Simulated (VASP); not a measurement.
# Ga3W (P4/mmm) in VASP: a series of runs

Runs on Ga3W. Level: PBE. Tasks: single point, relaxation of cell and atoms.

Everything below comes from runs of VASP 6.6.1. Logs are shortened: lines on timing, memory, paths and dates and some standing lists are left out, and cuts for length are marked.

## 1. The cell of the first run

It takes space group P4/mmm (No. 123, tetragonal). The conventional cell has a = 2.639 Å, b = 2.639 Å, c = 10.939 Å, α = 90.00°, β = 90.00°, γ = 90.00°. Within 3.5 Å of Ga (site symmetry 4mm) lie 5 Ga at 2.64 to 2.82 Å and 1 W at 2.65 Å. Within 3.5 Å of Ga (site symmetry 4/mmm) lie 6 Ga at 2.64 to 2.82 Å. W (site symmetry 4/mmm) has 4 W at 2.64 Å and 2 Ga at 2.65 Å within 3.5 Å.

## 2. Single point, PBE

Contents of INCAR:

```
PREC = Accurate
ENCUT = 520
EDIFF = 1E-6
ISMEAR = 0
SIGMA = 0.1
LREAL = False
LASPH = True
NELM = 80
ALGO = Normal
ISIF = 2
LWAVE = False
LCHARG = False
GGA = PE
NBANDS = 34
```

Contents of KPOINTS:

```
regular mesh
0
Gamma
  6 6 2
```

Contents of POSCAR:

```
Ga3W
1.0
    2.6394234465      0.0000000000      0.0000000000
    0.0000000000      2.6394234465      0.0000000000
    0.0000000000      0.0000000000     10.9389239689
Ga W
3 1
Direct
    0.0000000000      0.0000000000      0.2426203868
    0.0000000000      0.0000000000      0.5000000000
    0.0000000000      0.0000000000      0.7573796132
    0.0000000000      0.0000000000      0.0000000000
```

Potentials or basis: VASP PAW PBE potentials, release 64 (Ga_d, W_sv).

Started as:

```bash
> cat potpaw_PBE.64/Ga_d/POTCAR potpaw_PBE.64/W_sv/POTCAR > POTCAR
> mpirun -np 1 vasp_std > vasp.out
```

OUTCAR:

```text
PREC = Accurate
   ENCUT = 520
   EDIFF = 1E-6
   ISMEAR = 0
   LREAL = False
   LASPH = True
   NELM = 80
   ISIF = 2
   GGA = PE

 ion  position               nearest neighbor table
   1  0.000  0.000  0.243-   4 2.65   2 2.82
   2  0.000  0.000  0.500-   1 2.82   3 2.82
   3  0.000  0.000  0.757-   4 2.65   2 2.82
   4  0.000  0.000  0.000-   1 2.65   3 2.65

  LATTYP: Found a simple tetragonal cell.
 ALAT       =     2.6394234465
 C/A-ratio  =     4.1444369161

  Lattice vectors:

 A1 = (   2.6394234465,   0.0000000000,   0.0000000000)
 A2 = (   0.0000000000,   2.6394234465,   0.0000000000)
 A3 = (   0.0000000000,   0.0000000000,  10.9389239689)

Analysis of symmetry for initial positions (statically):
=====================================================================
 Subroutine PRICEL returns:
 Original cell was already a primitive cell.

 Routine SETGRP: Setting up the symmetry group for a
 simple tetragonal supercell.

 Subroutine GETGRP returns: Found 16 space group operations
 (whereof 16 operations were pure point group operations)
 out of a pool of 16 trial point group operations.

The static configuration has the point symmetry D_4h.

Analysis of symmetry for dynamics (positions and initial velocities):
=====================================================================
 Subroutine PRICEL returns:
 Original cell was already a primitive cell.

 Routine SETGRP: Setting up the symmetry group for a
 simple tetragonal supercell.

 Subroutine GETGRP returns: Found 16 space group operations
 (whereof 16 operations were pure point group operations)
 out of a pool of 16 trial point group operations.

The dynamic configuration has the point symmetry D_4h.

 Subroutine INISYM returns: Found 16 space group operations
 (whereof 16 operations are pure point group operations),
 and found     1 'primitive' translations

----------------------------------------------------------------------------------------

                                     Primitive cell

  volume of cell :      76.2066

  direct lattice vectors                    reciprocal lattice vectors
     2.639423446  0.000000000  0.000000000     0.378870621  0.000000000  0.000000000
     0.000000000  2.639423446  0.000000000     0.000000000  0.378870621  0.000000000
     0.000000000  0.000000000 10.938923969     0.000000000  0.000000000  0.091416670

  length of vectors
     2.639423446  2.639423446 10.938923969     0.378870621  0.378870621  0.091416670

  position of ions in fractional coordinates (direct lattice)
     0.000000000  0.000000000  0.242620387
     0.000000000  0.000000000  0.500000000
     0.000000000  0.000000000  0.757379613
     0.000000000  0.000000000  0.000000000

  ion indices of the primitive-cell ions
   primitive index   ion index
                 1           1
                 2           2
                 3           3
                 4           4

----------------------------------------------------------------------------------------

 KPOINTS: regular mesh

Automatic generation of k-mesh.
 Grid dimensions read from file:
 generate k-points for:    6    6    2

 Generating k-lattice:

  Cartesian coordinates                     Fractional coordinates (reciprocal lattice)
     0.063145103  0.000000000  0.000000000     0.166666667  0.000000000  0.000000000
     0.000000000  0.063145103  0.000000000     0.000000000  0.166666667  0.000000000
     0.000000000  0.000000000  0.045708335     0.000000000  0.000000000  0.500000000

  Length of vectors
     0.063145103  0.063145103  0.045708335

  Shift w.r.t. Gamma in fractional coordinates (k-lattice)
     0.000000000  0.000000000  0.000000000

 Subroutine IBZKPT returns following result:
 ===========================================

 Found     20 irreducible k-points:

 Following reciprocal coordinates:
            Coordinates               Weight
  0.000000  0.000000  0.000000      1.000000
  0.166667  0.000000  0.000000      4.000000
  0.333333  0.000000  0.000000      4.000000
  0.500000  0.000000  0.000000      2.000000
  0.166667  0.166667  0.000000      4.000000
  0.333333  0.166667  0.000000      8.000000
[... 12 lines left out ...]
  0.500000  0.333333  0.500000      4.000000
  0.500000  0.500000  0.500000      1.000000
   k-points           NKPTS =     20   k-points in BZ     NKDIM =     20   number of bands    NBANDS=     34
   number of dos      NEDOS =    301   number of ions     NIONS =      4
   total plane-waves  NPLWV =  33600
   dimension x,y,z NGX =    20 NGY =   20 NGZ =   84
   dimension x,y,z NGXF=    40 NGYF=   40 NGZF=  168
   ions per type =               3   1
   NGX,Y,Z   is equivalent  to a cutoff of  12.60, 12.60, 12.77 a.u.
   NGXF,Y,Z  is equivalent  to a cutoff of  25.19, 25.19, 25.53 a.u.
 SYSTEM =  unknown system
   PREC   = accura    normal or accurate (medium, high low for compatibility)
   ISTART =      0    job   : 0-new  1-cont  2-samecut
   ICHARG =      2    charge: 1-file 2-atom 10-const
   ISPIN  =      1    spin polarized calculation?
   LNONCOLLINEAR =      F non collinear calculations
   LSORBIT =      F    spin-orbit coupling
   LASPH  =      T    aspherical Exc in radial PAW
   ENCUT  =  520.0 eV  38.22 Ry    6.18 a.u.   4.91  4.91 20.34*2*pi/ulx,y,z
   NELM   =     80;   NELMIN=  2; NELMDL= -5     # of ELM steps
   EDIFF  = 0.1E-05   stopping-criterion for ELM
   LREAL  =      F    real-space projection
   EDIFFG = 0.1E-04   stopping-criterion for IOM
   NSW    =      0    number of steps for IOM
   IBRION =     -1    ionic relax: 0-MD 1-quasi-New 2-CG
   NFREE  =      0    steps in history (QN), initial steepest desc. (CG)
   ISIF   =      2    stress and relaxation
   ISYM   =      2    0-nonsym 1-usesym 2-fastsym
   POTIM  = 0.5000    time-step for ionic-motion
   TEBEG  =    0.0;   TEEND  =   0.0 temperature during run
   PSTRESS=    0.0 pullay stress
   NELECT =      53.0000    total number of electrons
   NUPDOWN=      -1.0000    fix difference up-down
   EMIN   =  10.00;   EMAX   =-10.00  energy-range for DOS
   EFERMI =   0.00;   METHOD = LEGACY
   ISMEAR =     0;   SIGMA  =   0.10  broadening in eV -4-tet -1-fermi 0-gaus
   EFERMI_NEDOS =   21; number of points for ismear=-14 and -15
   IALGO  =     38    algorithm
   IMIX   =      4    mixing-type and parameters
     AMIX     =   0.40;   BMIX     =  1.00
     AMIX_MAG =   1.60;   BMIX_MAG =  1.00
  volume/ion in A,a.u.               =      19.05       128.57
  Fermi-wavevector in a.u.,A,eV,Ry     =   1.450449  2.740952 28.623978  2.103803
  Thomas-Fermi vector in A             =   2.568060
   LORBIT       =      0    0 simple, 1 ext, 2 COOP (PROOUT), +10 PAW based schemes
   GGA     = PE    functional components
   LHFCALC =     F    Hartree Fock is set to
   AEXX    =    0.0000 exact exchange contribution
   IVDW    =     0    specifies the selected vdW correction
   LEPSILON=     F    determine dielectric tensor
   LRPA    =     F    only Hartree local field effects (RPA)
 non-spin polarized calculation
 Gauss-broadening in eV      SIGMA  =   0.10
  energy-cutoff  :      520.00
  volume of cell :       76.21
 maximum number of plane-waves:      2076
 NGX is ok and might be reduce to    20
   NGX =  9   NGY =  9   NGZ = 41

 number of electron      52.9999978 magnetization

 Free energy of the ion-electron system (eV)
  ---------------------------------------------------
  ext. energy  EPLUGINS =         0.00000000
  ---------------------------------------------------
  free energy    TOTEN  =       -19.71034537 eV

  energy without entropy =      -19.70819919  energy(sigma->0) =      -19.70927228

 E-fermi :   6.0863     XC(G=0): -11.2854

 val. band max:        6.0273424177   @ k =   0.5000   0.5000   0.0000
 cond. band min:       6.1589765061   @ k =   0.5000   0.5000   0.5000
 fundamental gap:      0.1316340884
 Fermi energy:         6.0862819866

 k-point     1 :       0.0000    0.0000    0.0000
  band No.  band energies     occupation
      1     -67.6371      2.00000
      2     -31.9669      2.00000
      3     -31.2046      2.00000
      4     -31.2046      2.00000
      5      -9.3684      2.00000
      6      -9.2030      2.00000
[... 26 lines left out ...]
     33      16.1292      0.00000
     34      16.1292      0.00000

 k-point     2 :       0.1667    0.0000    0.0000
  band No.  band energies     occupation
      1     -67.6140      2.00000
      2     -31.9321      2.00000
      3     -31.5268      2.00000
      4     -31.1773      2.00000
      5      -9.3050      2.00000
      6      -9.1395      2.00000
[... 26 lines left out ...]
     33      12.6371      0.00000
     34      13.3321      0.00000

 k-point     3 :       0.3333    0.0000    0.0000
  band No.  band energies     occupation
      1     -67.5676      2.00000
      2     -32.1355      2.00000
      3     -31.8616      2.00000
      4     -31.1223      2.00000
      5      -9.2463      2.00000
      6      -9.0447      2.00000
[... 26 lines left out ...]
     33      11.6110      0.00000
     34      12.8210      0.00000

 k-point     4 :       0.5000    0.0000    0.0000
  band No.  band energies     occupation
      1     -67.5443      2.00000
      2     -32.4240      2.00000
      3     -31.8260      2.00000
      4     -31.0946      2.00000
      5      -9.2281      2.00000
      6      -9.1055      2.00000
[... 26 lines left out ...]
     33      11.7072      0.00000
     34      13.0423      0.00000

 k-point     5 :       0.1667    0.1667    0.0000
  band No.  band energies     occupation
      1     -67.5910      2.00000
      2     -31.8978      2.00000
      3     -31.5079      2.00000
      4     -31.4841      2.00000
      5      -9.1998      2.00000
      6      -9.1126      2.00000
[... 473 lines left out ...]
 k-point    18 :       0.3333    0.3333    0.5000
  band No.  band energies     occupation
      1     -67.4993      2.00000
      2     -32.0348      2.00000
      3     -32.0127      2.00000
      4     -31.7616      2.00000
      5      -9.0856      2.00000
      6      -9.0191      2.00000
[... 26 lines left out ...]
     33       9.8041      0.00000
     34       9.9904      0.00000

 k-point    19 :       0.5000    0.3333    0.5000
  band No.  band energies     occupation
      1     -67.4764      2.00000
      2     -32.3040      2.00000
      3     -31.9859      2.00000
      4     -31.7277      2.00000
      5      -9.1474      2.00000
      6      -9.0675      2.00000
[... 26 lines left out ...]
     33      11.1586      0.00000
     34      11.7109      0.00000

 k-point    20 :       0.5000    0.5000    0.5000
  band No.  band energies     occupation
      1     -67.4536      2.00000
      2     -32.2633      2.00000
      3     -32.2633      2.00000
      4     -31.6946      2.00000
      5      -9.2174      2.00000
      6      -9.0546      2.00000
[... 26 lines left out ...]
     33      10.6198      0.00000
     34      11.8071      0.00000

------------------------ aborting loop because EDIFF is reached ----------------------------------------

  FORCE on cell =-STRESS in cart. coord.  units (eV):
  Direction    XX          YY          ZZ          XY          YZ          ZX
  --------------------------------------------------------------------------------------
  -------------------------------------------------------------------------------------
  Total       -0.0482063     -0.0482063      0.0836512      0.0000000      0.0000000      0.0000000
  in kB       -1.0134948     -1.0134948      1.7586922      0.0000000      0.0000000      0.0000000
  external PRESSURE =      -0.0894325 kB  Pullay stress =       0.0000000 kB

 VOLUME and BASIS-vectors are now :
 -----------------------------------------------------------------------------
  energy-cutoff  :      520.00
  volume of cell :       76.21
      direct lattice vectors                 reciprocal lattice vectors
     2.639423446  0.000000000  0.000000000     0.378870621  0.000000000  0.000000000
     0.000000000  2.639423446  0.000000000     0.000000000  0.378870621  0.000000000
     0.000000000  0.000000000 10.938923969     0.000000000  0.000000000  0.091416670

 POSITION                                       TOTAL-FORCE (eV/Angst)
 -----------------------------------------------------------------------------------
      0.00000      0.00000      2.65401        -0.000000      0.000000      0.030461
      0.00000      0.00000      5.46946         0.000000      0.000000      0.000000
      0.00000      0.00000      8.28492         0.000000      0.000000     -0.030461
      0.00000      0.00000      0.00000         0.000000      0.000000      0.000000
 -----------------------------------------------------------------------------------
    total drift:                               -0.000000     -0.000000      0.000000

  FREE ENERGIE OF THE ION-ELECTRON SYSTEM (eV)
  ---------------------------------------------------
  free  energy   TOTEN  =       -19.7103453728 eV

  energy  without entropy=      -19.7081991871  energy(sigma->0) =      -19.70927228
```

Wall time 28 s (1 thread of AMD EPYC 9R45 (Zen 5), shared host); peak memory 0.17 GiB.

Results:

```yaml
Free_energy: -19.7103 eV
Pressure: 0.0 GPa
Largest_force: 0.030 eV/Å
```

Forces on the atoms (eV/Å):
```
Ga   0.000  0.000  0.030
Ga   0.000  0.000  0.000
Ga   0.000  0.000 -0.030
W    0.000  0.000  0.000
```

Caveat: the k points lie up to 0.40 Å⁻¹ apart; spin-orbit coupling is left out, which moves the levels of the heavy elements.

## 3. Relaxation of cell and atoms, PBE

This run uses another cell than the first one, of 18.32 Å³/atom, 0.961 times its volume.

Contents of INCAR:

```
PREC = Accurate ; ENCUT = 600
EDIFF = 1E-6 ; ISMEAR = 0
SIGMA = 0.1 ; LREAL = False
LASPH = True ; NELM = 60
ALGO = Normal ; ISIF = 3
LWAVE = False ; LCHARG = False
GGA = PE ; IBRION = 2
NSW = 90 ; EDIFFG = -0.04
```

Contents of KPOINTS:

```
Automatic mesh
0
Gamma
  6 6 2
```

Contents of POSCAR:

```
Ga3W
1.0
    2.6682131900      0.0000000000      0.0000000000
    0.0000000000      2.6682131900      0.0000000000
    0.0000000000      0.0000000000     10.2916396800
Ga W
3 1
Direct
    0.0000000000      0.0000000000      0.2312210100
    0.0000000000      0.0000000000      0.5000000000
    0.0000000000      0.0000000000      0.7687789900
    0.0000000000      0.0000000000      0.0000000000
```

Potentials or basis: VASP PAW PBE potentials, release 64 (Ga_d, W_sv).

Started as:

```bash
> cat potpaw_PBE.64/Ga_d/POTCAR potpaw_PBE.64/W_sv/POTCAR > POTCAR
> mpirun -np 1 vasp_std > vasp.out
```

Run time: 4.8 min. Hardware: 1 thread of AMD EPYC 9R45 (Zen 5), shared host; peak memory 0.21 GiB.

It converged, with:

```
Free energy                            : -19.7094 eV
Relaxed volume                         : 19.05 Å³/atom
Relaxed cell                           : a = 2.639 Å, b = 2.639 Å, c = 10.944 Å, α = 90.00°, β = 90.00°, γ = 90.00°
Space group after relaxing (to 0.05 Å) : P4/mmm (No. 123)
Energy gained by relaxing              : 145.0 meV/atom
Ionic steps                            : 12
Pressure after relaxing                : 0.0 GPa
```

The path:
```tsv
step	energy change (eV)	largest force (eV/Å)	pressure (GPa)	volume (Å³)
1	0.0000	2.5881	8.79	73.27
2	-0.3132	0.4803	-6.23	83.95
3	-0.5474	0.2231	-2.32	79.01
4	-0.5474	0.2498	-2.29	78.89
5	-0.5688	0.1678	0.53	76.26
6	-0.5699	0.1852	-0.07	76.75
7	-0.5699	0.1825	0.03	76.69
8	-0.5740	0.1604	0.16	76.49
9	-0.5791	0.0817	0.42	76.01
10	-0.5792	0.0681	0.30	75.94
11	-0.5798	0.0361	-0.29	76.37
12	-0.5801	0.0009	0.00	76.21
```

Final structure:
```xyz
4
Lattice="2.6390 0.0000 0.0000 0.0000 2.6390 0.0000 0.0000 0.0000 10.9437" Properties=species:S:1:pos:R:3 pbc="T T T"
Ga    0.0000    0.0000    2.6584
Ga    0.0000    0.0000    5.4718
Ga    0.0000    0.0000    8.2853
W     0.0000    0.0000    0.0000
```

Levels at points of the mesh, in eV from the Fermi level:
| k point | band 24 | band 25 | band 26 | band 27 | band 28 | band 29 |
| --- | --- | --- | --- | --- | --- | --- |
| (0.00, 0.00, 0.00) | -3.76 | -3.41 | -2.29 | 2.44 | 2.91 | 2.91 |
| (0.50, 0.00, 0.00) | -4.10 | -2.85 | -2.25 | -1.25 | 0.22 | 0.57 |
| (0.50, 0.50, 0.00) | -0.32 | -0.32 | -0.05 | 0.41 | 1.50 | 1.50 |
| (0.00, 0.00, 0.50) | -3.82 | -3.41 | -1.24 | 0.89 | 2.91 | 2.91 |
| (0.50, 0.00, 0.50) | -3.26 | -3.16 | -3.08 | -1.35 | -0.64 | 1.72 |
| (0.50, 0.50, 0.50) | -0.64 | 0.07 | 0.07 | 0.47 | 0.47 | 1.76 |

Caveat: the k points lie up to 0.40 Å⁻¹ apart in the final cell; spin-orbit coupling is left out, which moves the levels of the heavy elements.
